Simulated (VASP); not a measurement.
# Sn (I4_1/amd) in VASP: single point with LDA

Aim: the single point of Sn with LDA.

Program: VASP 6.6.1. These are calculated values, not measurements. Logs are shortened: lines on timing, memory, paths and dates and some standing lists are left out, and cuts for length are marked.

**1. The cell of the first run**

The structure is tetragonal, space group I4_1/amd (No. 141). The conventional cell has a = 5.787 Å, b = 5.787 Å, c = 3.125 Å, α = 90.00°, β = 90.00°, γ = 90.00°. Sn (site symmetry -4m2) has 10 Sn at 3.00 to 3.72 Å within 3.9 Å.

**2. Single point, LDA**

Input file POSCAR:

```
Sn
1.0
   -2.8935485487      2.8935485487      1.5623096961
    2.8935485487     -2.8935485487      1.5623096961
    2.8935485487      2.8935485487     -1.5623096961
Sn
2
Direct
    0.7500000000      0.2500000000      0.5000000000
    0.0000000000      0.0000000000      0.0000000000
```

Input file INCAR.step1:

```
ALGO = Normal
EDIFF = 1E-6
ENCUT = 520
ISIF = 2
ISMEAR = 0
LASPH = True
LCHARG = True
LREAL = False
LWAVE = False
NBANDS = 21
NELM = 60
PREC = Accurate
SIGMA = 0.05
```

Input file KPOINTS.step1:

```
k-points
0
Gamma
  16 16 16
```

Input file INCAR.step2:

```
ALGO = Normal
EDIFF = 1E-6
ENCUT = 520
ICHARG = 11
ISIF = 2
ISMEAR = -5
LASPH = True
LCHARG = False
LORBIT = 11
LREAL = False
LWAVE = False
NBANDS = 21
NEDOS = 2001
NELM = 60
PREC = Accurate
SIGMA = 0.05
```

Input file KPOINTS.step2:

```
k-points
0
Gamma
  24 24 24
```

Potentials or basis: VASP PAW LDA potentials, release 64 (Sn_d).

The run is started by

```sh
$ cat potpaw_LDA.64/Sn_d/POTCAR > POTCAR
$ cp INCAR.step1 INCAR
$ cp KPOINTS.step1 KPOINTS
$ mpirun -np 1 vasp_std > vasp.out
$ cp INCAR.step2 INCAR
$ cp KPOINTS.step2 KPOINTS
$ mpirun -np 1 vasp_std > vasp.out
```

OUTCAR:

```text
EDIFF = 1E-6
   ENCUT = 520
   ICHARG = 11
   ISIF = 2
   ISMEAR = -5
   LASPH = True
   LORBIT = 11
   LREAL = False
   NELM = 60
   PREC = Accurate

 ion  position               nearest neighbor table
   1  0.750  0.250  0.500-   2 3.00   2 3.00   2 3.00   2 3.00   2 3.72   2 3.72   2 3.72   2 3.72

   2  0.000  0.000  0.000-   1 3.00   1 3.00   1 3.00   1 3.00   1 3.72   1 3.72   1 3.72   1 3.72

  LATTYP: Found a body centered tetragonal cell.
 ALAT       =     5.7870970974
 C/A-ratio  =     0.5399286274

  Lattice vectors:

 A1 = (  -2.8935485487,   2.8935485487,   1.5623096961)
 A2 = (   2.8935485487,  -2.8935485487,   1.5623096961)
 A3 = (   2.8935485487,   2.8935485487,  -1.5623096961)

Analysis of symmetry for initial positions (statically):
=====================================================================
 Subroutine PRICEL returns:
 Original cell was already a primitive cell.

 Routine SETGRP: Setting up the symmetry group for a
 body centered tetragonal supercell.

 Subroutine GETGRP returns: Found 16 space group operations
 (whereof  8 operations were pure point group operations)
 out of a pool of 16 trial point group operations.

The static configuration has the point symmetry D_2d.
 The point group associated with its full space group is D_4h.

Analysis of symmetry for dynamics (positions and initial velocities):
=====================================================================
 Subroutine PRICEL returns:
 Original cell was already a primitive cell.

 Routine SETGRP: Setting up the symmetry group for a
 body centered tetragonal supercell.

 Subroutine GETGRP returns: Found 16 space group operations
 (whereof  8 operations were pure point group operations)
 out of a pool of 16 trial point group operations.

The dynamic configuration has the point symmetry D_2d.
 The point group associated with its full space group is D_4h.

 Subroutine INISYM returns: Found 16 space group operations
 (whereof  8 operations are pure point group operations),
 and found     1 'primitive' translations

----------------------------------------------------------------------------------------

                                     Primitive cell

  volume of cell :      52.3225

  direct lattice vectors                    reciprocal lattice vectors
    -2.893548549  2.893548549  1.562309696     0.000000000  0.172798207  0.320038979
     2.893548549 -2.893548549  1.562309696     0.172798207  0.000000000  0.320038979
     2.893548549  2.893548549 -1.562309696     0.172798207  0.172798207  0.000000000

  length of vectors
     4.380189265  4.380189265  4.380189265     0.363708906  0.363708906  0.244373567

  position of ions in fractional coordinates (direct lattice)
     0.750000000  0.250000000  0.500000000
     0.000000000  0.000000000  0.000000000

  ion indices of the primitive-cell ions
   primitive index   ion index
                 1           1
                 2           2

----------------------------------------------------------------------------------------

 KPOINTS: k-points

Automatic generation of k-mesh.
 Grid dimensions read from file:
 generate k-points for:   24   24   24

 Generating k-lattice:

  Cartesian coordinates                     Fractional coordinates (reciprocal lattice)
     0.000000000  0.007199925  0.013334957     0.041666667  0.000000000 -0.000000000
     0.007199925  0.000000000  0.013334957     0.000000000  0.041666667 -0.000000000
     0.007199925  0.007199925  0.000000000     0.000000000  0.000000000  0.041666667

  Length of vectors
     0.015154538  0.015154538  0.010182232

  Shift w.r.t. Gamma in fractional coordinates (k-lattice)
     0.000000000  0.000000000  0.000000000

 TETIRR: Found  33868 inequivalent tetrahedra from    82944

 Subroutine IBZKPT returns following result:
 ===========================================

 Found   1063 irreducible k-points:

 Following reciprocal coordinates:
            Coordinates               Weight
  0.000000  0.000000  0.000000      1.000000
  0.041667  0.000000  0.000000      8.000000
  0.083333 -0.000000  0.000000      8.000000
  0.125000  0.000000  0.000000      8.000000
  0.166667  0.000000 -0.000000      8.000000
  0.208333  0.000000  0.000000      8.000000
[... 16 lines left out ...]
  0.416667  0.041667  0.000000     16.000000
  0.458333  0.041667  0.000000     16.000000
 [... further k-points ...]
   k-points           NKPTS =   1063   k-points in BZ     NKDIM =   1063   number of bands    NBANDS=     21
   number of dos      NEDOS =   2001   number of ions     NIONS =      2
   total plane-waves  NPLWV =  46656
   dimension x,y,z NGX =    36 NGY =   36 NGZ =   36
   dimension x,y,z NGXF=    72 NGYF=   72 NGZF=   72
   ions per type =               2
   NGX,Y,Z   is equivalent  to a cutoff of  13.66, 13.66, 13.66 a.u.
   NGXF,Y,Z  is equivalent  to a cutoff of  27.33, 27.33, 27.33 a.u.
 SYSTEM =  unknown system
   PREC   = accura    normal or accurate (medium, high low for compatibility)
   ISTART =      0    job   : 0-new  1-cont  2-samecut
   ICHARG =     11    charge: 1-file 2-atom 10-const
   ISPIN  =      1    spin polarized calculation?
   LNONCOLLINEAR =      F non collinear calculations
   LSORBIT =      F    spin-orbit coupling
   LASPH  =      T    aspherical Exc in radial PAW
   ENCUT  =  520.0 eV  38.22 Ry    6.18 a.u.   8.14  8.14  8.14*2*pi/ulx,y,z
   NELM   =     60;   NELMIN=  2; NELMDL=  0     # of ELM steps
   EDIFF  = 0.1E-05   stopping-criterion for ELM
   LREAL  =      F    real-space projection
   EDIFFG = 0.1E-04   stopping-criterion for IOM
   NSW    =      0    number of steps for IOM
   IBRION =     -1    ionic relax: 0-MD 1-quasi-New 2-CG
   NFREE  =      0    steps in history (QN), initial steepest desc. (CG)
   ISIF   =      2    stress and relaxation
   ISYM   =      2    0-nonsym 1-usesym 2-fastsym
   POTIM  = 0.5000    time-step for ionic-motion
   TEBEG  =    0.0;   TEEND  =   0.0 temperature during run
   PSTRESS=    0.0 pullay stress
   NELECT =      28.0000    total number of electrons
   NUPDOWN=      -1.0000    fix difference up-down
   EMIN   =  10.00;   EMAX   =-10.00  energy-range for DOS
   EFERMI =   0.00;   METHOD = LEGACY
   ISMEAR =    -5;   SIGMA  =   0.05  broadening in eV -4-tet -1-fermi 0-gaus
   EFERMI_NEDOS =   21; number of points for ismear=-14 and -15
   IALGO  =     38    algorithm
   IMIX   =      4    mixing-type and parameters
     AMIX     =   0.40;   BMIX     =  1.00
     AMIX_MAG =   1.60;   BMIX_MAG =  1.00
  volume/ion in A,a.u.               =      26.16       176.54
  Fermi-wavevector in a.u.,A,eV,Ry     =   1.329121  2.511675 24.035555  1.766563
  Thomas-Fermi vector in A             =   2.458307
   LORBIT       =     11    0 simple, 1 ext, 2 COOP (PROOUT), +10 PAW based schemes
   GGA     = CA    functional components
   LHFCALC =     F    Hartree Fock is set to
   AEXX    =    0.0000 exact exchange contribution
   IVDW    =     0    specifies the selected vdW correction
   LEPSILON=     F    determine dielectric tensor
   LRPA    =     F    only Hartree local field effects (RPA)
 non-spin polarized calculation
 Fermi weights with tetrahedron method with Bloechl corrections
  energy-cutoff  :      520.00
  volume of cell :       52.32
 maximum number of plane-waves:      1428
 NGX is ok and might be reduce to    36

 number of electron      28.0000010 magnetization

 Free energy of the ion-electron system (eV)
  ---------------------------------------------------
  ext. energy  EPLUGINS =         0.00000000
  ---------------------------------------------------
  free energy    TOTEN  =        -8.97983044 eV

  energy without entropy =       -8.97983044  energy(sigma->0) =       -8.97983044

 E-fermi :   8.1508     XC(G=0): -10.7202

 val. band max:        8.2219476190   @ k =   0.3750   0.3750   0.1250
 cond. band min:       8.0770471240   @ k =   0.2917   0.0833   0.0833
 fundamental gap:     -0.1449004949
 Fermi energy:         8.1508176121

 k-point     1 :       0.0000    0.0000    0.0000
  band No.  band energies     occupation
      1     -13.4475      2.00000
      2     -13.3605      2.00000
      3     -13.3062      2.00000
      4     -13.3017      2.00000
      5     -13.1172      2.00000
      6     -13.1172      2.00000
[... 13 lines left out ...]
     20      18.1956      0.00000
     21      18.9073      0.00000

 k-point     2 :       0.0417    0.0000    0.0000
  band No.  band energies     occupation
      1     -13.4464      2.00000
      2     -13.3562      2.00000
      3     -13.3047      2.00000
      4     -13.2965      2.00000
      5     -13.1208      2.00000
      6     -13.1207      2.00000
[... 13 lines left out ...]
     20      18.2107      0.00000
     21      18.7955      0.00000

 k-point     3 :       0.0833   -0.0000    0.0000
  band No.  band energies     occupation
      1     -13.4427      2.00000
      2     -13.3438      2.00000
      3     -13.3004      2.00000
      4     -13.2819      2.00000
      5     -13.1297      2.00000
      6     -13.1280      2.00000
[... 13 lines left out ...]
     20      17.8045      0.00000
     21      17.8759      0.00000
[... 457 lines left out ...]
 k-point    23 :       0.4167    0.0417    0.0000
  band No.  band energies     occupation
      1     -13.3684      2.00000
      2     -13.2731      2.00000
      3     -13.2647      2.00000
      4     -13.2209      2.00000
      5     -13.1870      2.00000
      6     -13.1781      2.00000
[... 13 lines left out ...]
     20      16.9785      0.00000
     21      18.7351      0.00000

 k-point    24 :       0.4583    0.0417    0.0000
  band No.  band energies     occupation
      1     -13.3636      2.00000
      2     -13.2811      2.00000
      3     -13.2670      2.00000
      4     -13.2189      2.00000
      5     -13.1825      2.00000
      6     -13.1797      2.00000
[... 13 lines left out ...]
     20      17.7291      0.00000
     21      18.2175      0.00000

 [... further k-points ...]

------------------------ aborting loop because EDIFF is reached ----------------------------------------

  FORCE on cell =-STRESS in cart. coord.  units (eV):
  Direction    XX          YY          ZZ          XY          YZ          ZX
  --------------------------------------------------------------------------------------
  -------------------------------------------------------------------------------------
  Total       -0.0350585     -0.0350585      0.0483859      0.0000000     -0.0000000      0.0000000
  in kB       -1.0735325     -1.0735325      1.4816346      0.0000000     -0.0000000      0.0000000
  external PRESSURE =      -0.2218101 kB  Pullay stress =       0.0000000 kB

 VOLUME and BASIS-vectors are now :
 -----------------------------------------------------------------------------
  energy-cutoff  :      520.00
  volume of cell :       52.32
      direct lattice vectors                 reciprocal lattice vectors
    -2.893548549  2.893548549  1.562309696     0.000000000  0.172798207  0.320038979
     2.893548549 -2.893548549  1.562309696     0.172798207  0.000000000  0.320038979
     2.893548549  2.893548549 -1.562309696     0.172798207  0.172798207  0.000000000

 POSITION                                       TOTAL-FORCE (eV/Angst)
 -----------------------------------------------------------------------------------
      0.00000      2.89355      0.78115        -0.000000      0.000000     -0.000000
      0.00000      0.00000      0.00000         0.000000     -0.000000      0.000000
 -----------------------------------------------------------------------------------
    total drift:                               -0.000000      0.000000     -0.000000

  FREE ENERGIE OF THE ION-ELECTRON SYSTEM (eV)
  ---------------------------------------------------
  free  energy   TOTEN  =        -8.9798304445 eV

  energy  without entropy=       -8.9798304445  energy(sigma->0) =       -8.97983044

 total charge

# of ion       s       p       d       tot
------------------------------------------
    1        1.244   1.055   9.979  12.278
    2        1.244   1.055   9.979  12.278
--------------------------------------------------
tot          2.488   2.109  19.959  24.556
```

Run time: 12 min. Hardware: 1 thread of AMD EPYC 9R14 (Zen 4), shared host; peak memory 0.97 GiB.

What came out:

* Valence electrons inside the program's atomic spheres: Sn 12.28

Levels at points of the mesh, in eV from the Fermi level:
```
           k point  band 12  band 13  band 14  band 15  band 16  band 17
(0.00, 0.00, 0.00)    -3.70    -2.09    -2.09     3.00     6.28     6.28
(0.50, 0.00, 0.00)    -5.50    -2.33    -1.80    -1.15     2.30     2.90
(0.50, 0.50, 0.00)    -9.12     0.56     0.56     1.57     1.57     6.28
(0.50, 0.50, 0.50)    -7.72    -4.99    -4.99     5.32     5.32     9.52
```

Caveat: spin-orbit coupling is left out, which moves the levels of the heavy elements.
